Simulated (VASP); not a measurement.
# Sr2YBiO6 (Pn-3) in VASP: electric field gradients with PBE

Aim: the electric field gradients of Sr2YBiO6 with PBE.

All numbers are computed with VASP 6.6.1; they aren't measurements. Logs are shortened: lines on timing, memory, paths and dates and some standing lists are left out, and cuts for length are marked.

## 1. The cell of the first run

Symmetry: Pn-3, No. 201, cubic system. The conventional cell has a = 8.548 Å, b = 8.548 Å, c = 8.548 Å, α = 90.00°, β = 90.00°, γ = 90.00°. Sr (site symmetry 23) has 12 O at 3.01 Å and 4 Y at 3.70 Å and 4 Bi at 3.70 Å within 4.0 Å. Sr (site symmetry 222) has 8 O at 2.54 to 3.11 Å within 3.4 Å. Within 3.0 Å of Y (site symmetry -3) lie 6 O at 2.25 Å. Within 2.8 Å of Bi (site symmetry -3) lie 6 O at 2.14 Å. Within 2.8 Å of O (site symmetry 1) lie 1 Bi at 2.14 Å and 1 Y at 2.25 Å and 1 Sr at 2.54 Å.

## 2. Electric field gradients, PBE

Contents of INCAR:

```
SYSTEM = Sr2YBiO6
PREC = Accurate ; ENCUT = 520
EDIFF = 1E-8 ; ISMEAR = -1
SIGMA = 0.02 ; LREAL = Auto
LASPH = .True. ; NELM = 100
ALGO = Normal ; ISIF = 2
LWAVE = .False. ; LCHARG = .False.
GGA = PE ; LEFG = .True.
NBANDS = 190
```

Contents of KPOINTS:

```
regular mesh
0
Gamma
  3 3 3
  0 0 0
```

Contents of POSCAR:

```
Sr2YBiO6
1.0
    8.5476660000      0.0000000000      0.0000000000
    0.0000000000      8.5476660000      0.0000000000
    0.0000000000      0.0000000000      8.5476660000
Sr Y Bi O
8 4 4 24
Direct
    0.5000000000      0.5000000000      0.5000000000
    0.0000000000      0.0000000000      0.0000000000
    0.0000000000      0.0000000000      0.5000000000
    0.0000000000      0.5000000000      0.0000000000
    0.5000000000      0.0000000000      0.0000000000
    0.5000000000      0.5000000000      0.0000000000
    0.5000000000      0.0000000000      0.5000000000
    0.0000000000      0.5000000000      0.5000000000
    0.2500000000      0.2500000000      0.2500000000
    0.2500000000      0.7500000000      0.7500000000
    0.7500000000      0.2500000000      0.7500000000
    0.7500000000      0.7500000000      0.2500000000
    0.7500000000      0.7500000000      0.7500000000
    0.7500000000      0.2500000000      0.2500000000
    0.2500000000      0.7500000000      0.2500000000
    0.2500000000      0.2500000000      0.7500000000
    0.2147239000      0.2939978000      0.5066567100
    0.2147239000      0.7060022000      0.4933432900
    0.7852761000      0.2939978000      0.4933432900
    0.7852761000      0.7060022000      0.5066567100
    0.2939978000      0.5066567100      0.2147239000
    0.7060022000      0.4933432900      0.2147239000
    0.2939978000      0.4933432900      0.7852761000
    0.7060022000      0.5066567100      0.7852761000
    0.5066567100      0.2147239000      0.2939978000
    0.4933432900      0.2147239000      0.7060022000
    0.4933432900      0.7852761000      0.2939978000
    0.5066567100      0.7852761000      0.7060022000
    0.2852761000      0.2060022000      0.9933432900
    0.2852761000      0.7939978000      0.0066567100
    0.7147239000      0.2060022000      0.0066567100
    0.7147239000      0.7939978000      0.9933432900
    0.2060022000      0.9933432900      0.2852761000
    0.7939978000      0.0066567100      0.2852761000
    0.2060022000      0.0066567100      0.7147239000
    0.7939978000      0.9933432900      0.7147239000
    0.9933432900      0.2852761000      0.2060022000
    0.0066567100      0.2852761000      0.7939978000
    0.0066567100      0.7147239000      0.2060022000
    0.9933432900      0.7147239000      0.7939978000
```

Potentials or basis: VASP PAW PBE potentials, release 64 (Sr_sv, Y_sv, Bi_d, O).

On the command line:

```
cat potpaw_PBE.64/Sr_sv/POTCAR potpaw_PBE.64/Y_sv/POTCAR potpaw_PBE.64/Bi_d/POTCAR potpaw_PBE.64/O/POTCAR > POTCAR
mpirun -np 1 vasp_std > vasp.out
```

OUTCAR:

```text
SYSTEM = Sr2YBiO6
   PREC = Accurate
   ENCUT = 520
   EDIFF = 1E-8
   ISMEAR = -1
   LREAL = Auto
   LASPH = .True.
   NELM = 100
   ISIF = 2
   GGA = PE

 ion  position               nearest neighbor table
   1  0.500  0.500  0.500-  17 3.01  18 3.01  19 3.01  20 3.01  21 3.01  22 3.01  23 3.01  24 3.01
                            25 3.01  26 3.01  27 3.01  28 3.01  13 3.70  14 3.70  15 3.70  16 3.70
   2  0.000  0.000  0.000-  29 3.01  30 3.01  31 3.01  32 3.01  33 3.01  34 3.01  35 3.01  36 3.01
                            37 3.01  38 3.01  39 3.01  40 3.01  13 3.70  14 3.70  15 3.70  16 3.70
   3  0.000  0.000  0.500-  33 2.54  34 2.54  35 2.54  36 2.54  17 3.11  18 3.11  19 3.11  20 3.11
                            37 3.50  38 3.50  39 3.50  40 3.50  13 3.70  14 3.70  15 3.70  16 3.70
   4  0.000  0.500  0.000-  37 2.54  38 2.54  39 2.54  40 2.54  21 3.11  22 3.11  23 3.11  24 3.11
                            29 3.50  30 3.50  31 3.50  32 3.50  13 3.70  14 3.70  15 3.70  16 3.70
   5  0.500  0.000  0.000-  29 2.54  30 2.54  31 2.54  32 2.54  25 3.11  26 3.11  27 3.11  28 3.11
                            33 3.50  34 3.50  35 3.50  36 3.50  13 3.70  14 3.70  15 3.70  16 3.70
   6  0.500  0.500  0.000-  21 2.54  22 2.54  23 2.54  24 2.54  29 3.11  30 3.11  31 3.11  32 3.11
                            25 3.50  26 3.50  27 3.50  28 3.50  13 3.70  14 3.70  15 3.70  16 3.70
   7  0.500  0.000  0.500-  25 2.54  26 2.54  27 2.54  28 2.54  33 3.11  34 3.11  35 3.11  36 3.11
                            17 3.50  18 3.50  19 3.50  20 3.50  13 3.70  14 3.70  15 3.70  16 3.70
   8  0.000  0.500  0.500-  17 2.54  18 2.54  19 2.54  20 2.54  37 3.11  38 3.11  39 3.11  40 3.11
                            21 3.50  22 3.50  23 3.50  24 3.50  13 3.70  14 3.70  15 3.70  16 3.70
   9  0.250  0.250  0.250-  17 2.25  21 2.25  25 2.25  29 2.25  33 2.25  37 2.25   7 3.70   8 3.70
[... 37 lines left out ...]
  39  0.007  0.715  0.206-  15 2.14  12 2.25   4 2.54   2 3.01   8 3.11   3 3.50
  40  0.993  0.715  0.794-  13 2.14  10 2.25   4 2.54   2 3.01   8 3.11   3 3.50

  LATTYP: Found a simple cubic cell.
 ALAT       =     8.5476660000

  Lattice vectors:

 A1 = (   8.5476660000,   0.0000000000,   0.0000000000)
 A2 = (   0.0000000000,   8.5476660000,   0.0000000000)
 A3 = (   0.0000000000,   0.0000000000,   8.5476660000)

Analysis of symmetry for initial positions (statically):
=====================================================================
 Subroutine PRICEL returns:
 Original cell was already a primitive cell.

 Routine SETGRP: Setting up the symmetry group for a
 simple cubic supercell.

 Subroutine GETGRP returns: Found 24 space group operations
 (whereof 12 operations were pure point group operations)
 out of a pool of 48 trial point group operations.

The static configuration has the point symmetry T   .
 The point group associated with its full space group is T_h .

Analysis of symmetry for dynamics (positions and initial velocities):
=====================================================================
 Subroutine PRICEL returns:
 Original cell was already a primitive cell.

 Routine SETGRP: Setting up the symmetry group for a
 simple cubic supercell.

 Subroutine GETGRP returns: Found 24 space group operations
 (whereof 12 operations were pure point group operations)
 out of a pool of 48 trial point group operations.

The dynamic configuration has the point symmetry T   .
 The point group associated with its full space group is T_h .

 Subroutine INISYM returns: Found 24 space group operations
 (whereof 12 operations are pure point group operations),
 and found     1 'primitive' translations

----------------------------------------------------------------------------------------

                                     Primitive cell

  volume of cell :     624.5147

  direct lattice vectors                    reciprocal lattice vectors
     8.547666000  0.000000000  0.000000000     0.116991001  0.000000000  0.000000000
     0.000000000  8.547666000  0.000000000     0.000000000  0.116991001  0.000000000
     0.000000000  0.000000000  8.547666000     0.000000000  0.000000000  0.116991001

  length of vectors
     8.547666000  8.547666000  8.547666000     0.116991001  0.116991001  0.116991001

  position of ions in fractional coordinates (direct lattice)
     0.500000000  0.500000000  0.500000000
     0.000000000  0.000000000  0.000000000
     0.000000000  0.000000000  0.500000000
     0.000000000  0.500000000  0.000000000
[... 146 lines left out ...]
   EFERMI_NEDOS =   21; number of points for ismear=-14 and -15
   IALGO  =     38    algorithm
   IMIX   =      4    mixing-type and parameters
     AMIX     =   0.40;   BMIX     =  1.00
     AMIX_MAG =   1.60;   BMIX_MAG =  1.00
  volume/ion in A,a.u.               =      15.61       105.36
  Fermi-wavevector in a.u.,A,eV,Ry     =   1.320845  2.496035 23.737158  1.744632
  Thomas-Fermi vector in A             =   2.450642
   LORBIT       =      0    0 simple, 1 ext, 2 COOP (PROOUT), +10 PAW based schemes
   GGA     = PE    functional components
   LHFCALC =     F    Hartree Fock is set to
   AEXX    =    0.0000 exact exchange contribution
   IVDW    =     0    specifies the selected vdW correction
   LEPSILON=     F    determine dielectric tensor
   LRPA    =     F    only Hartree local field effects (RPA)
 non-spin polarized calculation
  energy-cutoff  :      520.00
  volume of cell :      624.51
 maximum number of plane-waves:     16831
 NGX is ok and might be reduce to    64
   NGX = 31   NGY = 31   NGZ = 31

 number of electron     328.0000147 magnetization

 Free energy of the ion-electron system (eV)
  ---------------------------------------------------
  ext. energy  EPLUGINS =         0.00000000
  ---------------------------------------------------
  free energy    TOTEN  =      -269.93334239 eV

  energy without entropy =     -269.93334239  energy(sigma->0) =     -269.93334239

 E-fermi :   2.9495     XC(G=0): -10.2065

 val. band max:        2.3557371719   @ k =   0.0000   0.0000   0.0000
 cond. band min:       4.3463821597   @ k =   0.0000   0.0000   0.0000
 fundamental gap:      1.9906449878
 Fermi energy:         2.9495335276

 k-point     1 :       0.0000    0.0000    0.0000
  band No.  band energies     occupation
      1     -37.1264      2.00000
      2     -37.1263      2.00000
      3     -37.1263      2.00000
      4     -37.1263      2.00000
      5     -30.9641      2.00000
      6     -30.9640      2.00000
[... 705 lines left out ...]
    175       8.2507      0.00000
    176       8.3723      0.00000
 [bands above 176 left out]

------------------------ aborting loop because EDIFF is reached ----------------------------------------

  FORCE on cell =-STRESS in cart. coord.  units (eV):
  Direction    XX          YY          ZZ          XY          YZ          ZX
  --------------------------------------------------------------------------------------
  -------------------------------------------------------------------------------------
  Total       -4.7196012     -4.7196012     -4.7196012      0.0000000     -0.0000000      0.0000000
  in kB      -12.1080234    -12.1080234    -12.1080234      0.0000000     -0.0000000      0.0000000
  external PRESSURE =     -12.1080234 kB  Pullay stress =       0.0000000 kB

 VOLUME and BASIS-vectors are now :
 -----------------------------------------------------------------------------
  energy-cutoff  :      520.00
  volume of cell :      624.51
      direct lattice vectors                 reciprocal lattice vectors
     8.547666000  0.000000000  0.000000000     0.116991001  0.000000000  0.000000000
     0.000000000  8.547666000  0.000000000     0.000000000  0.116991001  0.000000000
     0.000000000  0.000000000  8.547666000     0.000000000  0.000000000  0.116991001

 POSITION                                       TOTAL-FORCE (eV/Angst)
 -----------------------------------------------------------------------------------
      4.27383      4.27383      4.27383         0.000000      0.000000     -0.000000
      0.00000      0.00000      0.00000         0.000000      0.000000     -0.000000
      0.00000      0.00000      4.27383         0.000000      0.000000     -0.000000
      0.00000      4.27383      0.00000         0.000000      0.000000     -0.000000
      4.27383      0.00000      0.00000         0.000000      0.000000     -0.000000
      4.27383      4.27383      0.00000         0.000000      0.000000     -0.000000
[... 32 lines left out ...]
      0.05690      6.10922      1.76084         0.015373      0.003376      0.066814
      8.49077      6.10922      6.78683        -0.015373      0.003376     -0.066814
 -----------------------------------------------------------------------------------
    total drift:                                0.000000      0.000000      0.000000

  FREE ENERGIE OF THE ION-ELECTRON SYSTEM (eV)
  ---------------------------------------------------
  free  energy   TOTEN  =      -269.9333423922 eV

  energy  without entropy=     -269.9333423922  energy(sigma->0) =     -269.93334239

 Electric field gradients (V/A^2)
---------------------------------------------------------------------
 ion       V_xx      V_yy      V_zz      V_xy      V_xz      V_yz
---------------------------------------------------------------------
   1      -0.000    -0.000    -0.000    -0.000    -0.000    -0.000
   2      -0.000    -0.000    -0.000    -0.000    -0.000     0.000
   3     -69.904   137.046   -67.142     0.000     0.000    -0.000
   4     137.046   -67.142   -69.904    -0.000     0.000     0.000
   5     -67.142   -69.904   137.046     0.000    -0.000    -0.000
   6     -69.904   137.046   -67.142     0.000    -0.000    -0.000
[... 32 lines left out ...]
  39      78.334   -39.403   -38.932    19.863    25.754    -6.243
  40      78.334   -39.403   -38.932   -19.863    25.754     6.243
---------------------------------------------------------------------

 Electric field gradients after diagonalization (V/A^2)
 (convention: |V_zz| > |V_xx| > |V_yy|)
----------------------------------------------------------------------
 ion       V_xx      V_yy      V_zz     asymmetry (V_yy - V_xx)/ V_zz
----------------------------------------------------------------------
   1      -0.000    -0.000    -0.000      -0.192
   2      -0.000    -0.000    -0.000      -0.078
   3     -69.904   -67.142   137.046       0.020
   4     -69.904   -67.142   137.046       0.020
   5     -69.904   -67.142   137.046       0.020
   6     -69.904   -67.142   137.046       0.020
[... 32 lines left out ...]
  39     -53.342   -33.037    86.379       0.235
  40     -53.342   -33.037    86.379       0.235
----------------------------------------------------------------------

           NMR quadrupolar parameters

 Cq : quadrupolar parameter    Cq=e*Q*V_zz/h
 eta: asymmetry parameters     (V_yy - V_xx)/ V_zz
 Q  : nuclear electric quadrupole moment in mb (millibarn)
----------------------------------------------------------------------
 ion       Cq(MHz)       eta       Q (mb)
----------------------------------------------------------------------
   1      -0.000      -0.192       1.000
   2      -0.000      -0.078       1.000
   3       0.331       0.020       1.000
   4       0.331       0.020       1.000
   5       0.331       0.020       1.000
   6       0.331       0.020       1.000
[... 32 lines left out ...]
  39       0.209       0.235       1.000
  40       0.209       0.235       1.000
----------------------------------------------------------------------
```

Run time: 19 min. Hardware: 1 thread of Intel Xeon 6975P-C (Granite Rapids), shared host; peak memory 0.76 GiB.

What came out:

| Quantity | Value |
| --- | --- |
| Free energy | -269.9333 eV |
| Pressure | -1.2 GPa |
| Largest force | 0.069 eV/Å |
| Band gap on the k mesh | 1.99 eV, direct |

Forces on the atoms (eV/Å):
```
Sr   0.000  0.000  0.000
Sr   0.000  0.000  0.000
Sr   0.000  0.000  0.000
Sr   0.000  0.000  0.000
Sr   0.000  0.000  0.000
Sr   0.000  0.000  0.000
Sr   0.000  0.000  0.000
Sr   0.000  0.000  0.000
Y    0.000  0.000  0.000
Y    0.000  0.000  0.000
Y    0.000  0.000  0.000
Y    0.000  0.000  0.000
Bi   0.000  0.000  0.000
Bi   0.000  0.000  0.000
Bi   0.000  0.000  0.000
Bi   0.000  0.000  0.000
O    0.003 -0.067  0.015
O    0.003  0.067 -0.015
O   -0.003 -0.067 -0.015
O   -0.003  0.067  0.015
O   -0.067  0.015  0.003
O    0.067 -0.015  0.003
O   -0.067 -0.015 -0.003
O    0.067  0.015 -0.003
O    0.015  0.003 -0.067
O   -0.015  0.003  0.067
O   -0.015 -0.003 -0.067
O    0.015 -0.003  0.067
O   -0.003  0.067 -0.015
O   -0.003 -0.067  0.015
O    0.003  0.067  0.015
O    0.003 -0.067 -0.015
O    0.067 -0.015 -0.003
O   -0.067  0.015 -0.003
O    0.067  0.015  0.003
O   -0.067 -0.015  0.003
O   -0.015 -0.003  0.067
O    0.015 -0.003 -0.067
O    0.015  0.003  0.067
O   -0.015  0.003 -0.067
```

Levels at points of the mesh, in eV from the valence-band top:
| k point | band 161 | band 162 | band 163 | band 164 | band 165 | band 166 | band 167 | band 168 |
| --- | --- | --- | --- | --- | --- | --- | --- | --- |
| (0.00, 0.00, 0.00) | -0.22 | 0.00 | 0.00 | 0.00 | 1.99 | 1.99 | 1.99 | 2.04 |

Electric field gradients, principal values (V/Å²):
```tsv
atom	least	middle	greatest (by size)
1 Sr	0.000	0.000	0.000
2 Sr	0.000	0.000	0.000
3 Sr	-67.142	-69.904	137.046
4 Sr	-67.142	-69.904	137.046
5 Sr	-67.142	-69.904	137.046
6 Sr	-67.142	-69.904	137.046
7 Sr	-67.142	-69.904	137.046
8 Sr	-67.142	-69.904	137.046
9 Y	4.344	4.344	-8.689
10 Y	4.344	4.344	-8.689
11 Y	4.344	4.344	-8.689
12 Y	4.344	4.344	-8.689
13 Bi	3.914	3.914	-7.827
14 Bi	3.914	3.914	-7.827
15 Bi	3.914	3.914	-7.827
16 Bi	3.914	3.914	-7.827
17 O	-33.037	-53.342	86.379
18 O	-33.037	-53.342	86.379
19 O	-33.037	-53.342	86.379
20 O	-33.037	-53.342	86.379
21 O	-33.037	-53.342	86.379
22 O	-33.037	-53.342	86.379
23 O	-33.037	-53.342	86.379
24 O	-33.037	-53.342	86.379
25 O	-33.037	-53.342	86.379
26 O	-33.037	-53.342	86.379
27 O	-33.037	-53.342	86.379
28 O	-33.037	-53.342	86.379
29 O	-33.037	-53.342	86.379
30 O	-33.037	-53.342	86.379
31 O	-33.037	-53.342	86.379
32 O	-33.037	-53.342	86.379
33 O	-33.037	-53.342	86.379
34 O	-33.037	-53.342	86.379
35 O	-33.037	-53.342	86.379
36 O	-33.037	-53.342	86.379
37 O	-33.037	-53.342	86.379
38 O	-33.037	-53.342	86.379
39 O	-33.037	-53.342	86.379
40 O	-33.037	-53.342	86.379
```

Caveat: without QUAD_EFG the Cq values of the log hold for a quadrupole moment of 1 mb, not for the nuclei; spin-orbit coupling is left out, which moves the levels of the heavy elements. A k mesh can miss the band edges.
